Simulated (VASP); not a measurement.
# Zr5S9 (a cell with a defect) in VASP: single point with PBE

Aim: the single point of Zr5S9 (a cell with a defect) with PBE.

All numbers are computed with VASP 6.6.1; they aren't measurements. Logs are shortened: lines on timing, memory, paths and dates and some standing lists are left out, and cuts for length are marked.

**1. The cell of the first run**

The cell holds a defect, 28 atoms: a = 9.296 Å, b = 9.296 Å, c = 9.296 Å, α = 72.98°, β = 72.98°, γ = 72.98°.

**2. Single point, PBE (with an interstitial atom, then relaxed in part)**

INCAR reads:

```
SYSTEM = Zr5S9
ALGO = Normal
EDIFF = 1E-6
ENCUT = 400
GGA = PE
GGA_COMPAT = .FALSE.
ISIF = 2
ISMEAR = 0
LASPH = .TRUE.
LCHARG = .FALSE.
LREAL = .FALSE.
LWAVE = .FALSE.
NBANDS = 134
NELM = 120
PREC = Accurate
SIGMA = 0.01
```

KPOINTS reads:

```
Automatic mesh
0
Gamma
  2 2 2
  0.5 0.5 0.5
```

POSCAR reads:

```
Zr5S9
1.0
    5.5278124674      3.1914840161      6.7579086874
   -5.5278124674      3.1914840161      6.7579086874
    0.0000000000     -6.3829680322      6.7579086874
Zr S
10 18
Direct
    0.9932692639      0.3400771558      0.6671551161
    0.9929393504      0.6678911289      0.3394758543
    0.3376501651     -0.0042704487      0.6670152707
    0.0032907191      0.0057534404      0.0048285484
    0.3272563458      0.3296818685      0.3291628707
    0.6654742279      0.6678169902      0.6669725683
    0.3381790970      0.6682479343     -0.0054000040
    0.6653834027     -0.0045590600      0.3395094403
    0.6657798407      0.3405090034     -0.0052072638
    0.1660008654      0.1684461194      0.1673314296
    0.4810150120      0.4833893874      0.8173834159
    0.4809497896      0.8180416356      0.4823993664
    0.8195561353      0.1517713514      0.8213245587
    0.4714422498      0.1439364711      0.1429203798
    0.8156692648      0.4833020814      0.4823920081
    0.1493209416      0.8219562157      0.8212968426
    0.8196117512      0.8219716994      0.1507837646
    0.1412698228      0.1435668732      0.4725952289
    0.1415002067      0.4738124872      0.1429499789
    0.1815432874      0.5136128720      0.5128177859
    0.1894348306      0.8620266182      0.1909729270
    0.5112554831      0.1840262075      0.5128214407
    0.1895862417      0.1918825154      0.8612886030
    0.5112417272      0.5136484126      0.1834494721
    0.8500039838      0.8524193244      0.5169816232
    0.5155026432      0.8526111480      0.8514895336
    0.8596958478      0.1918836265      0.1910686419
    0.8502178194      0.5178582736      0.8515953009
```

Potentials or basis: VASP PAW PBE potentials, release 64 (Zr_sv, S).

Launch:

```bash
$ cat potpaw_PBE.64/Zr_sv/POTCAR potpaw_PBE.64/S/POTCAR > POTCAR
$ mpirun -np 1 vasp_std > vasp.out
```

OUTCAR:

```text
SYSTEM = Zr5S9
   EDIFF = 1E-6
   ENCUT = 400
   GGA = PE
   ISIF = 2
   ISMEAR = 0
   LASPH = .TRUE.
   LREAL = .FALSE.
   NELM = 120
   PREC = Accurate

 ion  position               nearest neighbor table
   1  0.993  0.340  0.667-  28 2.54  15 2.55  20 2.56  13 2.56  23 2.74  18 2.74   9 3.62   2 3.62
                             6 3.62   4 3.72   5 3.72   3 3.81
   2  0.993  0.668  0.339-  15 2.54  25 2.54  20 2.56  17 2.56  19 2.74  21 2.74   6 3.62   8 3.62
                             1 3.62   4 3.72   5 3.72   7 3.81
   3  0.338  0.996  0.667-  26 2.55  12 2.55  22 2.56  16 2.56  23 2.74  18 2.74   7 3.62   8 3.62
                             6 3.62   5 3.72   4 3.72   1 3.81
   4  0.003  0.006  0.005-  13 2.58  16 2.58  17 2.58  21 2.61  27 2.61  23 2.61  10 3.30   1 3.72
                             3 3.72   9 3.72   7 3.72   2 3.72   8 3.72
   5  0.327  0.330  0.329-  20 2.58  22 2.58  24 2.59  19 2.61  18 2.61  14 2.61  10 3.27   3 3.72
                             1 3.72   8 3.72   2 3.72   9 3.72   7 3.72
   6  0.665  0.668  0.667-  11 2.60  25 2.60  15 2.60  12 2.60  26 2.60  28 2.60   7 3.62   2 3.62
                             8 3.62   9 3.62   1 3.62   3 3.62
   7  0.338  0.668  0.995-  26 2.54  11 2.54  24 2.56  16 2.56  21 2.73  19 2.74   6 3.62   3 3.62
                             9 3.62   4 3.72   5 3.72   2 3.81
   8  0.665  0.995  0.340-  12 2.54  25 2.54  22 2.56  17 2.56  14 2.74  27 2.74   6 3.62   2 3.62
                             3 3.62   5 3.72   4 3.72   9 3.81
   9  0.666  0.341  0.995-  28 2.54  11 2.54  24 2.56  13 2.56  27 2.73  14 2.74   1 3.62   6 3.62
                             7 3.62   4 3.72   5 3.72   8 3.81
  10  0.166  0.168  0.167-  18 2.72  19 2.73  14 2.73  23 2.74  27 2.74  21 2.74   5 3.27   4 3.30
[... 5 lines left out ...]
  15  0.816  0.483  0.482-   2 2.54   1 2.55   6 2.60
  16  0.149  0.822  0.821-   7 2.56   3 2.56   4 2.58
  17  0.820  0.822  0.151-   2 2.56   8 2.56   4 2.58
  18  0.141  0.144  0.473-   5 2.61  10 2.72   3 2.74   1 2.74
  19  0.142  0.474  0.143-   5 2.61  10 2.73   2 2.74   7 2.74
  20  0.182  0.514  0.513-   1 2.56   2 2.56   5 2.58
  21  0.189  0.862  0.191-   4 2.61   7 2.73   2 2.74  10 2.74
  22  0.511  0.184  0.513-   8 2.56   3 2.56   5 2.58
  23  0.190  0.192  0.861-   4 2.61   3 2.74   1 2.74  10 2.74
  24  0.511  0.514  0.183-   9 2.56   7 2.56   5 2.59
  25  0.850  0.852  0.517-   2 2.54   8 2.54   6 2.60
  26  0.516  0.853  0.851-   7 2.54   3 2.55   6 2.60
  27  0.860  0.192  0.191-   4 2.61   9 2.73   8 2.74  10 2.74
  28  0.850  0.518  0.852-   9 2.54   1 2.54   6 2.60

  LATTYP: Found a trigonal (rhomboedric) cell.
 ALAT       =     9.2957845676
 COS(alpha) =     0.2927637752

  Lattice vectors:

 A1 = (   5.5278124674,   3.1914840161,   6.7579086874)
 A2 = (  -5.5278124674,   3.1914840161,   6.7579086874)
 A3 = (   0.0000000000,  -6.3829680322,   6.7579086874)

Analysis of symmetry for initial positions (statically):
=====================================================================
 Subroutine PRICEL returns:
 Original cell was already a primitive cell.

 Routine SETGRP: Setting up the symmetry group for a
 trigonal (rhombohedral) supercell.

 Subroutine GETGRP returns: Found  1 space group operations
 (whereof  1 operations were pure point group operations)
 out of a pool of 12 trial point group operations.

The static configuration has the point symmetry C_1 .

Analysis of symmetry for dynamics (positions and initial velocities):
=====================================================================
 Subroutine PRICEL returns:
 Original cell was already a primitive cell.

 Routine SETGRP: Setting up the symmetry group for a
 trigonal (rhombohedral) supercell.

 Subroutine GETGRP returns: Found  1 space group operations
 (whereof  1 operations were pure point group operations)
 out of a pool of 12 trial point group operations.

The dynamic configuration has the point symmetry C_1 .

 Subroutine INISYM returns: Found  1 space group operations
 (whereof  1 operations are pure point group operations),
 and found     1 'primitive' translations

----------------------------------------------------------------------------------------

                                     Primitive cell

  volume of cell :     715.3351

  direct lattice vectors                    reciprocal lattice vectors
[... 65 lines left out ...]
                27          27
                28          28

----------------------------------------------------------------------------------------

 KPOINTS: Automatic mesh

Automatic generation of k-mesh.
 Grid dimensions read from file:
 generate k-points for:    2    2    2

 Generating k-lattice:

  Cartesian coordinates                     Fractional coordinates (reciprocal lattice)
     0.045225847  0.026111155  0.024662462     0.500000000  0.000000000 -0.000000000
    -0.045225847  0.026111155  0.024662462     0.000000000  0.500000000 -0.000000000
     0.000000000 -0.052222310  0.024662462    -0.000000000 -0.000000000  0.500000000

  Length of vectors
     0.057752980  0.057752980  0.057752980

  Shift w.r.t. Gamma in fractional coordinates (k-lattice)
     0.500000000  0.500000000  0.500000000

 Subroutine IBZKPT returns following result:
 ===========================================

 Found      4 irreducible k-points:

 Following reciprocal coordinates:
            Coordinates               Weight
  0.250000  0.250000  0.250000      2.000000
 -0.250000  0.250000  0.250000      2.000000
  0.250000 -0.250000  0.250000      2.000000
  0.250000  0.250000 -0.250000      2.000000
   k-points           NKPTS =      4   k-points in BZ     NKDIM =      4   number of bands    NBANDS=    134
   number of dos      NEDOS =    301   number of ions     NIONS =     28
   total plane-waves  NPLWV = 262144
   dimension x,y,z NGX =    64 NGY =   64 NGZ =   64
   dimension x,y,z NGXF=   128 NGYF=  128 NGZF=  128
   ions per type =              10  18
   NGX,Y,Z   is equivalent  to a cutoff of  11.45, 11.45, 11.45 a.u.
   NGXF,Y,Z  is equivalent  to a cutoff of  22.89, 22.89, 22.89 a.u.
 SYSTEM =  Zr5S9
   PREC   = accura    normal or accurate (medium, high low for compatibility)
   ISTART =      0    job   : 0-new  1-cont  2-samecut
   ICHARG =      2    charge: 1-file 2-atom 10-const
   ISPIN  =      1    spin polarized calculation?
   LNONCOLLINEAR =      F non collinear calculations
   LSORBIT =      F    spin-orbit coupling
   LASPH  =      T    aspherical Exc in radial PAW
   ENCUT  =  400.0 eV  29.40 Ry    5.42 a.u.  15.16 15.16 15.16*2*pi/ulx,y,z
   NELM   =    120;   NELMIN=  2; NELMDL= -5     # of ELM steps
   EDIFF  = 0.1E-05   stopping-criterion for ELM
   LREAL  =      F    real-space projection
   EDIFFG = 0.1E-04   stopping-criterion for IOM
   NSW    =      0    number of steps for IOM
   IBRION =     -1    ionic relax: 0-MD 1-quasi-New 2-CG
   NFREE  =      0    steps in history (QN), initial steepest desc. (CG)
   ISIF   =      2    stress and relaxation
   ISYM   =      2    0-nonsym 1-usesym 2-fastsym
   POTIM  = 0.5000    time-step for ionic-motion
   TEBEG  =    0.0;   TEEND  =   0.0 temperature during run
   PSTRESS=    0.0 pullay stress
   NELECT =     228.0000    total number of electrons
   NUPDOWN=      -1.0000    fix difference up-down
   EMIN   =  10.00;   EMAX   =-10.00  energy-range for DOS
   EFERMI =   0.00;   METHOD = LEGACY
   ISMEAR =     0;   SIGMA  =   0.01  broadening in eV -4-tet -1-fermi 0-gaus
   EFERMI_NEDOS =   21; number of points for ismear=-14 and -15
   IALGO  =     38    algorithm
   IMIX   =      4    mixing-type and parameters
     AMIX     =   0.40;   BMIX     =  1.00
     AMIX_MAG =   1.60;   BMIX_MAG =  1.00
  volume/ion in A,a.u.               =      25.55       172.40
  Fermi-wavevector in a.u.,A,eV,Ry     =   1.118278  2.113240 17.014719  1.250547
  Thomas-Fermi vector in A             =   2.254908
   LORBIT       =      0    0 simple, 1 ext, 2 COOP (PROOUT), +10 PAW based schemes
   GGA     = PE    functional components
   LHFCALC =     F    Hartree Fock is set to
   AEXX    =    0.0000 exact exchange contribution
   IVDW    =     0    specifies the selected vdW correction
   LEPSILON=     F    determine dielectric tensor
   LRPA    =     F    only Hartree local field effects (RPA)
 non-spin polarized calculation
 Gauss-broadening in eV      SIGMA  =   0.01
  energy-cutoff  :      400.00
  volume of cell :      715.34
 maximum number of plane-waves:     13002
 NGX is ok and might be reduce to    64
   NGX = 31   NGY = 31   NGZ = 31

 number of electron     228.0000004 magnetization

 Free energy of the ion-electron system (eV)
  ---------------------------------------------------
  ext. energy  EPLUGINS =         0.00000000
  ---------------------------------------------------
  free energy    TOTEN  =      -202.64505983 eV

  energy without entropy =     -202.64125102  energy(sigma->0) =     -202.64315542

 E-fermi :   4.7100     XC(G=0):  -8.9295

 val. band max:        4.7078608669   @ k =   0.2500  -0.2500   0.2500
 cond. band min:       4.7710176221   @ k =   0.2500   0.2500   0.2500
 fundamental gap:      0.0631567552
 Fermi energy:         4.7099723412

 k-point     1 :       0.2500    0.2500    0.2500
  band No.  band energies     occupation
      1     -45.8564      2.00000
      2     -45.2743      2.00000
      3     -45.2698      2.00000
      4     -45.2666      2.00000
      5     -45.2665      2.00000
      6     -45.2618      2.00000
[... 505 lines left out ...]
    125       5.7778      0.00000
    126       5.8759      0.00000
 [bands above 126 left out]

------------------------ aborting loop because EDIFF is reached ----------------------------------------

  FORCE on cell =-STRESS in cart. coord.  units (eV):
  Direction    XX          YY          ZZ          XY          YZ          ZX
  --------------------------------------------------------------------------------------
  -------------------------------------------------------------------------------------
  Total       -9.5839728     -9.4041612    -13.6108225      0.0130286     -0.0012293      0.0051109
  in kB      -21.4657769    -21.0630425    -30.4849444      0.0291809     -0.0027533      0.0114471
  external PRESSURE =     -24.3379213 kB  Pullay stress =       0.0000000 kB

 VOLUME and BASIS-vectors are now :
 -----------------------------------------------------------------------------
  energy-cutoff  :      400.00
  volume of cell :      715.34
      direct lattice vectors                 reciprocal lattice vectors
     5.527812467  3.191484016  6.757908687     0.090451694  0.052222310  0.049324924
    -5.527812467  3.191484016  6.757908687    -0.090451694  0.052222310  0.049324924
     0.000000000 -6.382968032  6.757908687     0.000000000 -0.104444619  0.049324924

 POSITION                                       TOTAL-FORCE (eV/Angst)
 -----------------------------------------------------------------------------------
      3.61072     -0.00308     13.51921        -0.009531      0.005385     -0.001914
      1.79681      3.13365     13.51789         0.005378     -0.005448      0.002019
     -3.63774     -0.00208     13.51849         0.010427      0.001260     -0.001332
     -0.01361     -0.00196      0.09375         0.000946      0.002094      0.023775
     -0.01341     -0.00443      6.66398         0.000192      0.008406      0.012360
     -0.01295     -0.00209     13.51760        -0.000204      0.000062     -0.000926
[... 20 lines left out ...]
      3.69154      2.13651      8.39770         0.003486     -0.001356      0.003636
      1.83722     -1.06951     15.00034         0.005055     -0.001509      0.006647
 -----------------------------------------------------------------------------------
    total drift:                                0.000039     -0.000230      0.000070

  FREE ENERGIE OF THE ION-ELECTRON SYSTEM (eV)
  ---------------------------------------------------
  free  energy   TOTEN  =      -202.6450598297 eV

  energy  without entropy=     -202.6412510155  energy(sigma->0) =     -202.64315542
```

Run time: 6.2 min. Hardware: 1 thread of Intel Xeon 6975P-C (Granite Rapids), shared host; peak memory 0.67 GiB.

What came out:

| Quantity | Value |
| --- | --- |
| Free energy | -202.6451 eV |
| Pressure | -2.4 GPa |
| Largest force | 0.024 eV/Å |
| Band gap on the k mesh | zero (bands 114 and 115 overlap by 0.12 eV) |

Forces in eV/Å, atoms in the order of the input:
```
Zr  -0.010  0.005 -0.002
Zr   0.005 -0.005  0.002
Zr   0.010  0.001 -0.001
Zr   0.001  0.002  0.024
Zr   0.000  0.008  0.012
Zr   0.000  0.000 -0.001
Zr   0.008 -0.005 -0.001
Zr   0.001 -0.001  0.002
Zr  -0.007  0.000  0.000
Zr   0.000 -0.004 -0.023
S    0.000  0.000 -0.012
S   -0.005 -0.002 -0.011
S    0.003  0.001 -0.011
S    0.006  0.002 -0.015
S    0.003 -0.004 -0.008
S   -0.002  0.003 -0.008
S   -0.004  0.002 -0.008
S   -0.001 -0.009 -0.006
S   -0.006  0.005 -0.013
S    0.004  0.003  0.016
S   -0.003 -0.002  0.008
S   -0.004  0.001  0.011
S   -0.001  0.000  0.006
S   -0.002 -0.002  0.012
S    0.000  0.008  0.009
S   -0.006 -0.004  0.008
S    0.003 -0.001  0.004
S    0.005 -0.002  0.007
```

Stress tensor (GPa, compression positive):
```
-2.15  0.00  0.00
 0.00 -2.11  0.00
 0.00  0.00 -3.05
```

Caveat: the k points lie up to 0.36 Å⁻¹ apart; the cell differs from its parent crystal (with an interstitial atom, then relaxed in part).

The gap in the log of VASP goes by the Fermi energy; the results here count the filled bands.